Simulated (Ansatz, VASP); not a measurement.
## Two plane-wave programs on Li

File INCAR:

```
SYSTEM = Li
  PREC = Accurate
  ENCUT = 600
  EDIFF = 1E-6
  ISMEAR = 0
  SIGMA = 0.1
  LREAL = .False.
  LASPH = .True.
  NELM = 100
  ALGO = Normal
  ISIF = 3
  LWAVE = .False.
  LCHARG = .False.
  GGA = PE
  IBRION = 2
  NSW = 90
  EDIFFG = -0.04
```

File KPOINTS:

```
Automatic mesh
0
Gamma
  6 6 4
  0 0 0
```

The input POSCAR:

```
Li
1.0
    3.9046056900      0.0000000000      0.0000000000
   -1.9523028400      3.3814877200      0.0000000000
    0.0000000000      0.0000000000      6.5565497900
Li
2
Direct
    0.3333333300      0.6666666700      0.0000000000
    0.6666666700      0.3333333300      0.0000000000
```

Input for Ansatz:

```yaml
crystal:
  lattice:
    - [3.90460569, 0.0, 0.0]
    - [-1.95230284, 3.38148772, 0.0]
    - [0.0, 0.0, 6.55654979]
  atoms:
    - { symbol: Li, position: [0.33333333, 0.66666667, 0.0] }
    - { symbol: Li, position: [0.66666667, 0.33333333, 0.0] }
basis:
  ecutwfc: 420
kpoints:
  mp_grid: { grid: [6, 6, 4] }
hamiltonian:
  xc: pbe
scf:
  occupations: { method: gaussian, width: 0.1 }
  lower_state_search: "off"
output:
  forces: true
  stress: true
  eigenvalues: true
relax:
  adjacent_minimum: "off"
  f_tol: 0.04
  max_steps: 70
  cell: { stress_tol: 0.4 }
```

Alike in both runs: task relaxation of cell and atoms; functional PBE; k mesh 6 × 6 × 4; occupations gaussian, width 0.1 eV; no spin polarisation.

|  | VASP | Ansatz |
| --- | --- | --- |
| version | VASP 6.6.1 | Ansatz 0.2.0 |
| potentials or method | VASP PAW PBE potentials, release 64 (Li_sv), cutoff 600 eV | scalar-relativistic, plane waves, PAW |
| valence electrons in the cell | 6 | 6 |

```csv
,VASP,Ansatz,Ansatz less VASP
"gap on the k mesh at the Fermi level, each at its own relaxed structure (eV)",none,none,-
relaxed volume (Å³/atom),26.26,57.37,+31.106
relaxed length of the cell vector where the two differ most in proportion (Å),2.824,5.803,+2.9783
```

A gap of «none» marks a metal or a gap that the smearing closes. One of these differences is far larger than is usual between the two programs; its cause wasn't traced.

Noted on VASP's run: the cutoff is under 1.25 times that of the potentials, so the pressure is a little rough; the volume moved by over 15 % at a fixed basis, so the end points are rough.
